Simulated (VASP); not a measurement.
# Se (R-3m) in VASP: a series of runs

Se is run at these levels: PBE; tasks: single point.

All numbers are computed with VASP 6.6.1; they aren't measurements. Logs are shortened: lines on timing, memory, paths and dates and some standing lists are left out, and cuts for length are marked.

## 1. The cell of the first run

The typed cell holds 2 atoms: a = 3.874 Å, b = 3.874 Å, c = 3.874 Å, α = 60.02°, β = 60.02°, γ = 60.02°.

This isn't the form of Se at room conditions, which is trigonal, of chains.

## 2. Single point, PBE

Input file INCAR:

```
SYSTEM = Se
PREC = Accurate
ENCUT = 520
EDIFF = 1E-6
ISMEAR = -1
SIGMA = 0.05
LREAL = .FALSE.
LASPH = .TRUE.
NELM = 80
ALGO = Normal
ISIF = 2
LWAVE = .FALSE.
LCHARG = .FALSE.
GGA = PE
NBANDS = 13
```

Input file KPOINTS:

```
regular mesh
0
G
  12 12 12
  0 0 0
```

Input file POSCAR:

```
Se
1.0
    1.9376029308     -1.1186755737      3.1629334957
    0.0000000000      2.2373511474      3.1629334957
   -1.9376029308     -1.1186755737      3.1629334957
Se
2
Direct
    0.2499991808      0.2499991808      0.2499991808
   -0.2499991808     -0.2499991808     -0.2499991808
```

Potentials or basis: VASP PAW PBE potentials, release 64 (Se).

Run with:

```console
cat potpaw_PBE.64/Se/POTCAR > POTCAR
mpirun -np 1 vasp_std > vasp.out
```

OUTCAR:

```text
SYSTEM = Se
   PREC = Accurate
   ENCUT = 520
   EDIFF = 1E-6
   ISMEAR = -1
   LREAL = .FALSE.
   LASPH = .TRUE.
   NELM = 80
   ISIF = 2
   GGA = PE

 ion  position               nearest neighbor table
   1  0.250  0.250  0.250-   2 2.74   2 2.74   2 2.74   2 2.74   2 2.74   2 2.74
   2  0.750  0.750  0.750-   1 2.74   1 2.74   1 2.74   1 2.74   1 2.74   1 2.74

  LATTYP: Found a trigonal (rhomboedric) cell.
 ALAT       =     3.8742597299
 COS(alpha) =     0.4997557605

  Lattice vectors:

 A1 = (   1.9376029308,  -1.1186755737,   3.1629334957)
 A2 = (   0.0000000000,   2.2373511474,   3.1629334957)
 A3 = (  -1.9376029308,  -1.1186755737,   3.1629334957)

Analysis of symmetry for initial positions (statically):
=====================================================================
 Subroutine PRICEL returns following result:

  LATTYP: Found a trigonal (rhomboedric) cell.
 ALAT       =     2.7398408821
 COS(alpha) =    -0.0002441799

  Lattice vectors:

 A1 = (   1.9376029308,   1.1186755737,   1.5814512014)
 A2 = (  -1.9376029308,   1.1186755737,   1.5814822943)
 A3 = (   0.0000000000,  -2.2373511474,   1.5814512014)

   2 primitive cells build up your supercell.

 Routine SETGRP: Setting up the symmetry group for a
 trigonal (rhombohedral) supercell.

 Subroutine GETGRP returns: Found 12 space group operations
 (whereof 12 operations were pure point group operations)
 out of a pool of 12 trial point group operations.

The static configuration has the point symmetry D_3d.

Analysis of symmetry for dynamics (positions and initial velocities):
=====================================================================
 Subroutine PRICEL returns following result:

  LATTYP: Found a trigonal (rhomboedric) cell.
 ALAT       =     2.7398408821
 COS(alpha) =    -0.0002441799

  Lattice vectors:

 A1 = (   1.9376029308,   1.1186755737,   1.5814512014)
 A2 = (  -1.9376029308,   1.1186755737,   1.5814822943)
 A3 = (   0.0000000000,  -2.2373511474,   1.5814512014)

   2 primitive cells build up your supercell.

 Routine SETGRP: Setting up the symmetry group for a
 trigonal (rhombohedral) supercell.

 Subroutine GETGRP returns: Found 12 space group operations
 (whereof 12 operations were pure point group operations)
[... 90 lines left out ...]
 SYSTEM =  Se
   PREC   = accura    normal or accurate (medium, high low for compatibility)
   ISTART =      0    job   : 0-new  1-cont  2-samecut
   ICHARG =      2    charge: 1-file 2-atom 10-const
   ISPIN  =      1    spin polarized calculation?
   LNONCOLLINEAR =      F non collinear calculations
   LSORBIT =      F    spin-orbit coupling
   LASPH  =      T    aspherical Exc in radial PAW
   ENCUT  =  520.0 eV  38.22 Ry    6.18 a.u.   7.20  7.20  7.20*2*pi/ulx,y,z
   NELM   =     80;   NELMIN=  2; NELMDL= -5     # of ELM steps
   EDIFF  = 0.1E-05   stopping-criterion for ELM
   LREAL  =      F    real-space projection
[... 7 lines left out ...]
   TEBEG  =    0.0;   TEEND  =   0.0 temperature during run
   PSTRESS=    0.0 pullay stress
   NELECT =      12.0000    total number of electrons
   NUPDOWN=      -1.0000    fix difference up-down
   EMIN   =  10.00;   EMAX   =-10.00  energy-range for DOS
   EFERMI =   0.00;   METHOD = LEGACY
   ISMEAR =    -1;   SIGMA  =   0.05  broadening in eV -4-tet -1-fermi 0-gaus
   EFERMI_NEDOS =   21; number of points for ismear=-14 and -15
   IALGO  =     38    algorithm
   IMIX   =      4    mixing-type and parameters
     AMIX     =   0.40;   BMIX     =  1.00
     AMIX_MAG =   1.60;   BMIX_MAG =  1.00
  volume/ion in A,a.u.               =      20.57       138.80
  Fermi-wavevector in a.u.,A,eV,Ry     =   1.085755  2.051779 16.039417  1.178864
  Thomas-Fermi vector in A             =   2.221876
   LORBIT       =      0    0 simple, 1 ext, 2 COOP (PROOUT), +10 PAW based schemes
   GGA     = PE    functional components
   LHFCALC =     F    Hartree Fock is set to
   AEXX    =    0.0000 exact exchange contribution
   IVDW    =     0    specifies the selected vdW correction
   LEPSILON=     F    determine dielectric tensor
   LRPA    =     F    only Hartree local field effects (RPA)
 non-spin polarized calculation
  energy-cutoff  :      520.00
  volume of cell :       41.13
 maximum number of plane-waves:      1125
 NGX is ok and might be reduce to    30
   NGX = 15   NGY = 15   NGZ = 15

 number of electron      12.0000000 magnetization

 Free energy of the ion-electron system (eV)
  ---------------------------------------------------
  ext. energy  EPLUGINS =         0.00000000
  ---------------------------------------------------
  free energy    TOTEN  =        -6.55564296 eV

  energy without entropy =       -6.54791262  energy(sigma->0) =       -6.55177779

 E-fermi :   5.9002     XC(G=0): -10.3465

 val. band max:        5.8973381504   @ k =   0.2500   0.2500   0.0000
 cond. band min:       5.9583278777   @ k =  -0.4167   0.5000   0.2500
 fundamental gap:      0.0609897272
 Fermi energy:         5.9001794119

 k-point     1 :       0.0000    0.0000    0.0000
  band No.  band energies     occupation
      1     -11.0408      2.00000
      2      -3.6304      2.00000
      3       2.1734      2.00000
      4       2.1734      2.00000
      5       2.1778      2.00000
      6       7.4206      0.00000
      7       7.4227      0.00000
      8       7.4227      0.00000
      9      11.3687      0.00000
     10      11.3687      0.00000
     11      11.3743      0.00000
     12      13.4713      0.00000
     13      13.4713      0.00000
[... 354 lines left out ...]
  band No.  band energies     occupation
      1      -8.2893      2.00000
      2      -7.8120      2.00000
      3       0.4341      2.00000
      4       2.1123      2.00000
      5       2.3325      2.00000
      6       4.9491      2.00000
      7       5.3855      1.99993
      8       7.2838      0.00000
      9      13.6499      0.00000
     10      14.0207      0.00000
     11      15.5153      0.00000
     12      18.1661      0.00000
     13      19.5154      0.00000

 [... further k-points ...]
[... 5 lines left out ...]
  --------------------------------------------------------------------------------------
  -------------------------------------------------------------------------------------
  Total        2.2242148      2.2242148      2.2254538      0.0000000      0.0000000      0.0000000
  in kB       86.6317444     86.6317444     86.6800008      0.0000000      0.0000000      0.0000000
  external PRESSURE =      86.6478299 kB  Pullay stress =       0.0000000 kB

 VOLUME and BASIS-vectors are now :
 -----------------------------------------------------------------------------
  energy-cutoff  :      520.00
  volume of cell :       41.13
      direct lattice vectors                 reciprocal lattice vectors
     1.937602931 -1.118675574  3.162933496     0.258050807 -0.148985703  0.105387399
     0.000000000  2.237351147  3.162933496     0.000000000  0.297971406  0.105387399
    -1.937602931 -1.118675574  3.162933496    -0.258050807 -0.148985703  0.105387399

 POSITION                                       TOTAL-FORCE (eV/Angst)
 -----------------------------------------------------------------------------------
      0.00000      0.00000      2.37219         0.000000      0.000000     -0.000000
      0.00000      0.00000      7.11661         0.000000      0.000000      0.000000
 -----------------------------------------------------------------------------------
    total drift:                               -0.000000      0.000000      0.000000

  FREE ENERGIE OF THE ION-ELECTRON SYSTEM (eV)
  ---------------------------------------------------
  free  energy   TOTEN  =        -6.5556429574 eV

  energy  without entropy=       -6.5479126243  energy(sigma->0) =       -6.55177779
```

stdout:

```text
POSCAR found type information on POSCAR Se
 POSCAR found :  1 types and       2 ions
 scaLAPACK will be used
 LDA part: xc-table for (Slater+PW92), standard interpolation
 POSCAR, INCAR and KPOINTS ok, starting setup
 FFT: planning ... GRIDC
 FFT: planning ... GRID_SOFT
 FFT: planning ... GRID
 WAVECAR not read
 entering main loop
```

Run time: 68 s. Hardware: 1 thread of Intel Xeon 8259CL, shared host; peak memory 0.23 GiB.

What came out:

| Quantity | Value |
| --- | --- |
| Free energy | -6.5556 eV |
| Pressure | 8.7 GPa |
| Band gap on the k mesh | zero (bands 6 and 7 overlap by 4.65 eV) |

Caveat: the cell stands under pressure.

## 3. Single point, PBE

Input file INCAR:

```
SYSTEM = Se
PREC = Accurate
ENCUT = 520
EDIFF = 1E-6
ISMEAR = -1
SIGMA = 0.05
LREAL = .False.
LASPH = .True.
NELM = 60
ALGO = Normal
ISIF = 2
LWAVE = .False.
LCHARG = .False.
GGA = PE
NBANDS = 13
```

Input file KPOINTS:

```
regular mesh
0
Gamma
  12 12 12
  0 0 0
```

Input file POSCAR:

```
Se
1.0
    1.9376029308     -1.1186755737      3.1629334957
    0.0000000000      2.2373511474      3.1629334957
   -1.9376029308     -1.1186755737      3.1629334957
Se
2
Direct
    0.2500000000      0.2500000000      0.2500000000
   -0.2500000000     -0.2500000000     -0.2500000000
```

Potentials or basis: VASP PAW PBE potentials, release 64 (Se).

Run with:

```console
cat potpaw_PBE.64/Se/POTCAR > POTCAR
mpirun -np 1 vasp_std > vasp.out
```

OUTCAR:

```text
SYSTEM = Se
   PREC = Accurate
   ENCUT = 520
   EDIFF = 1E-6
   ISMEAR = -1
   LREAL = .False.
   LASPH = .True.
   NELM = 60
   ISIF = 2
   GGA = PE

 ion  position               nearest neighbor table
   1  0.250  0.250  0.250-   2 2.74   2 2.74   2 2.74   2 2.74   2 2.74   2 2.74
   2  0.750  0.750  0.750-   1 2.74   1 2.74   1 2.74   1 2.74   1 2.74   1 2.74

  LATTYP: Found a trigonal (rhomboedric) cell.
 ALAT       =     3.8742597299
 COS(alpha) =     0.4997557605

  Lattice vectors:

 A1 = (   1.9376029308,  -1.1186755737,   3.1629334957)
 A2 = (   0.0000000000,   2.2373511474,   3.1629334957)
 A3 = (  -1.9376029308,  -1.1186755737,   3.1629334957)

Analysis of symmetry for initial positions (statically):
=====================================================================
 Subroutine PRICEL returns following result:

  LATTYP: Found a trigonal (rhomboedric) cell.
 ALAT       =     2.7398498556
 COS(alpha) =    -0.0002441798

  Lattice vectors:

 A1 = (   1.9376029308,   1.1186755737,   1.5814667479)
 A2 = (  -1.9376029308,   1.1186755737,   1.5814667479)
 A3 = (   0.0000000000,  -2.2373511474,   1.5814667479)

   2 primitive cells build up your supercell.

 Routine SETGRP: Setting up the symmetry group for a
 trigonal (rhombohedral) supercell.

 Subroutine GETGRP returns: Found 12 space group operations
 (whereof 12 operations were pure point group operations)
 out of a pool of 12 trial point group operations.

The static configuration has the point symmetry D_3d.

Analysis of symmetry for dynamics (positions and initial velocities):
=====================================================================
 Subroutine PRICEL returns following result:

  LATTYP: Found a trigonal (rhomboedric) cell.
 ALAT       =     2.7398498556
 COS(alpha) =    -0.0002441798
[... 132 lines left out ...]
   IMIX   =      4    mixing-type and parameters
     AMIX     =   0.40;   BMIX     =  1.00
     AMIX_MAG =   1.60;   BMIX_MAG =  1.00
  volume/ion in A,a.u.               =      20.57       138.80
  Fermi-wavevector in a.u.,A,eV,Ry     =   1.085755  2.051779 16.039417  1.178864
  Thomas-Fermi vector in A             =   2.221876
   LORBIT       =      0    0 simple, 1 ext, 2 COOP (PROOUT), +10 PAW based schemes
   GGA     = PE    functional components
   LHFCALC =     F    Hartree Fock is set to
   AEXX    =    0.0000 exact exchange contribution
   IVDW    =     0    specifies the selected vdW correction
   LEPSILON=     F    determine dielectric tensor
   LRPA    =     F    only Hartree local field effects (RPA)
 non-spin polarized calculation
  energy-cutoff  :      520.00
  volume of cell :       41.13
 maximum number of plane-waves:      1125
 NGX is ok and might be reduce to    30
   NGX = 15   NGY = 15   NGZ = 15

 number of electron      12.0000000 magnetization

 Free energy of the ion-electron system (eV)
  ---------------------------------------------------
  ext. energy  EPLUGINS =         0.00000000
  ---------------------------------------------------
  free energy    TOTEN  =        -6.55564294 eV

  energy without entropy =       -6.54791260  energy(sigma->0) =       -6.55177777

 E-fermi :   5.9002     XC(G=0): -10.3465

 val. band max:        5.8973381558   @ k =   0.2500   0.2500   0.0000
 cond. band min:       5.9583278822   @ k =  -0.4167   0.5000   0.2500
 fundamental gap:      0.0609897264
 Fermi energy:         5.9001794150

 k-point     1 :       0.0000    0.0000    0.0000
  band No.  band energies     occupation
      1     -11.0408      2.00000
      2      -3.6304      2.00000
      3       2.1734      2.00000
      4       2.1734      2.00000
      5       2.1778      2.00000
      6       7.4206      0.00000
      7       7.4227      0.00000
      8       7.4227      0.00000
      9      11.3687      0.00000
     10      11.3687      0.00000
     11      11.3743      0.00000
     12      13.4713      0.00000
     13      13.4713      0.00000
[... 354 lines left out ...]
  band No.  band energies     occupation
      1      -8.2893      2.00000
      2      -7.8120      2.00000
      3       0.4341      2.00000
      4       2.1123      2.00000
      5       2.3325      2.00000
      6       4.9491      2.00000
      7       5.3855      1.99993
      8       7.2838      0.00000
      9      13.6499      0.00000
     10      14.0207      0.00000
     11      15.5153      0.00000
     12      18.1661      0.00000
     13      19.5154      0.00000

 [... further k-points ...]
[... 5 lines left out ...]
  --------------------------------------------------------------------------------------
  -------------------------------------------------------------------------------------
  Total        2.2242147      2.2242147      2.2254538      0.0000000      0.0000000      0.0000000
  in kB       86.6317413     86.6317413     86.6800046      0.0000000      0.0000000      0.0000000
  external PRESSURE =      86.6478291 kB  Pullay stress =       0.0000000 kB

 VOLUME and BASIS-vectors are now :
 -----------------------------------------------------------------------------
  energy-cutoff  :      520.00
  volume of cell :       41.13
      direct lattice vectors                 reciprocal lattice vectors
     1.937602931 -1.118675574  3.162933496     0.258050807 -0.148985703  0.105387399
     0.000000000  2.237351147  3.162933496     0.000000000  0.297971406  0.105387399
    -1.937602931 -1.118675574  3.162933496    -0.258050807 -0.148985703  0.105387399

 POSITION                                       TOTAL-FORCE (eV/Angst)
 -----------------------------------------------------------------------------------
      0.00000      0.00000      2.37220         0.000000      0.000000      0.000000
      0.00000      0.00000      7.11660        -0.000000      0.000000     -0.000000
 -----------------------------------------------------------------------------------
    total drift:                                0.000000     -0.000000      0.000000

  FREE ENERGIE OF THE ION-ELECTRON SYSTEM (eV)
  ---------------------------------------------------
  free  energy   TOTEN  =        -6.5556429350 eV

  energy  without entropy=       -6.5479126020  energy(sigma->0) =       -6.55177777
```

OSZICAR:

```text
N       E                     dE             d eps       ncg     rms          rms(c)
DAV:   1     0.506591557093E+02    0.50659E+02   -0.53193E+03  4914   0.799E+02
DAV:   2    -0.379496795616E+01   -0.54454E+02   -0.50759E+02  6611   0.136E+02
DAV:   3    -0.653157114437E+01   -0.27366E+01   -0.27156E+01  6184   0.325E+01
DAV:   4    -0.654596573123E+01   -0.14395E-01   -0.14391E-01  5724   0.275E+00
DAV:   5    -0.654601920722E+01   -0.53476E-04   -0.53475E-04  6194   0.173E-01    0.642E+00
DAV:   6    -0.655146109703E+01   -0.54419E-02   -0.98275E-04  5877   0.247E-01    0.386E+00
DAV:   7    -0.655549486580E+01   -0.40338E-02   -0.24165E-03  5764   0.388E-01    0.591E-02
DAV:   8    -0.655562551388E+01   -0.13065E-03   -0.79183E-05  6189   0.652E-02    0.150E-02
DAV:   9    -0.655564183374E+01   -0.16320E-04   -0.14560E-05  5806   0.266E-02    0.252E-03
DAV:  10    -0.655564291329E+01   -0.10795E-05   -0.10676E-06  5437   0.671E-03    0.292E-04
DAV:  11    -0.655564293504E+01   -0.21753E-07   -0.22905E-08  3342   0.961E-04
   1 F= -.65556429E+01 E0= -.65517778E+01  d E =-.773033E-02
```

stdout:

```text
POSCAR found type information on POSCAR Se
 POSCAR found :  1 types and       2 ions
 scaLAPACK will be used
 LDA part: xc-table for (Slater+PW92), standard interpolation
 POSCAR, INCAR and KPOINTS ok, starting setup
 FFT: planning ... GRIDC
 FFT: planning ... GRID_SOFT
 FFT: planning ... GRID
 WAVECAR not read
 entering main loop
```

It took 70 s on 1 thread of Intel Xeon 8259CL, shared host; peak memory 0.23 GiB.

Results:

```
Free energy            : -6.5556 eV
Pressure               : 8.7 GPa
Band gap on the k mesh : zero (bands 6 and 7 overlap by 4.65 eV)
```

Levels at points of the mesh, in eV from the Fermi level:
```
           k point  band 2  band 3  band 4  band 5  band 6  band 7  band 8  band 9  band 10  band 11
(0.00, 0.00, 0.00)   -9.53   -3.73   -3.73   -3.72    1.52    1.52    1.52    5.47     5.47     5.47
(0.50, 0.00, 0.00)  -14.10   -2.49   -2.49   -2.49   -2.49   -2.03   -2.03    9.32     9.32    11.24
(0.50, 0.50, 0.00)  -12.08   -7.83   -5.66   -5.66    2.34    3.19    3.19    4.72     9.92    12.28
(0.50, 0.50, 0.50)  -14.10   -2.49   -2.49   -2.49   -2.49   -2.03   -2.03    9.33     9.33    11.25
```

Caveat: the cell stands under pressure.

The gap in the log of VASP goes by the Fermi energy; the results here count the filled bands.